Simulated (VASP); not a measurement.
Al4BSbP2:

```
Al B Sb P
1.0
     7.50000    0.00000    0.00000
     0.00000    6.50000    0.00000
     0.00000    0.00000    6.15000
Al B Sb P
8 2 2 4
Cartesian
  5.6250 4.3550 5.3505
  0.0000 0.9750 5.4735
  0.0000 5.3950 2.2140
  1.8750 4.3550 5.3505
  5.6250 2.1450 2.2755
  3.7500 5.5250 2.3985
  3.7500 1.1050 5.2890
  1.8750 2.1450 2.2755
  0.0000 5.3950 0.0000
  3.7500 1.1050 3.0750
  0.0000 0.9750 3.0750
  3.7500 5.5250 0.0000
  5.6250 4.3550 3.0750
  1.8750 4.3550 3.0750
  5.6250 2.1450 0.0000
  1.8750 2.1450 0.0000
```

* Program: VASP 6.6.1
* Task: relaxation of cell and atoms
* Functional: PBE
* Potentials or basis: VASP PAW PBE potentials, release 64 (Al, B, Sb, P)
* Cutoff: 600 eV
* k mesh: 2 × 3 × 3
* Occupations: gaussian, width 0.2 eV
* Spin: no spin polarisation

At the start: pressure 16.5 GPa; volume 18.74 Å³/atom.

Question: Where does the relaxation end?

Answer: Over 9 steps the energy falls by 402.4 meV/atom and the volume is 20.93 Å³/atom (+11.7 %); space group Pmn2_1 (No. 31, to 0.1 Å) before and after.

The path:
```csv
step,energy change (eV),largest force (eV/Å),pressure (GPa),volume (Å³)
1,0.0000,5.4240,16.52,299.81
2,-4.2190,0.9582,-7.49,391.45
3,-4.8928,1.5632,-3.15,360.31
4,-5.8101,1.1109,-1.58,346.84
5,-6.2759,0.5962,2.18,326.36
6,-6.2894,0.6378,1.53,329.28
7,-6.4277,0.2281,-0.20,335.36
8,-6.4340,0.1314,0.06,334.29
9,-6.4386,0.0485,-0.07,334.92
```

Final structure:
```xyz
16
Lattice="7.4290 0.0000 0.0000 0.0000 6.8597 0.0000 0.0000 0.0000 6.5721" Properties=species:S:1:pos:R:3 pbc="T T T"
Al    5.9328    4.4975    5.6686
Al    0.0000    0.8934    6.0895
Al    0.0000    5.4658    2.1229
Al    1.4962    4.4975    5.6686
Al    5.2107    2.3622    2.3825
Al    3.7145    5.9663    2.8035
Al    3.7145    1.3938    5.4089
Al    2.2183    2.3622    2.3825
B     0.0000    5.7023    0.0211
B     3.7145    1.1574    3.3071
Sb    0.0000    1.0359    3.3565
Sb    3.7145    5.8238    0.0705
P     5.5709    4.5460    3.2907
P     1.8581    4.5460    3.2907
P     5.5726    2.3137    0.0047
P     1.8564    2.3137    0.0047
```

Caveat: the k points lie up to 0.42 Å⁻¹ apart in the final cell, too coarse for converged energies and pressures of a metal; the relaxation stopped at a loose force limit of 0.08 eV/Å, so its end isn't a converged minimum.
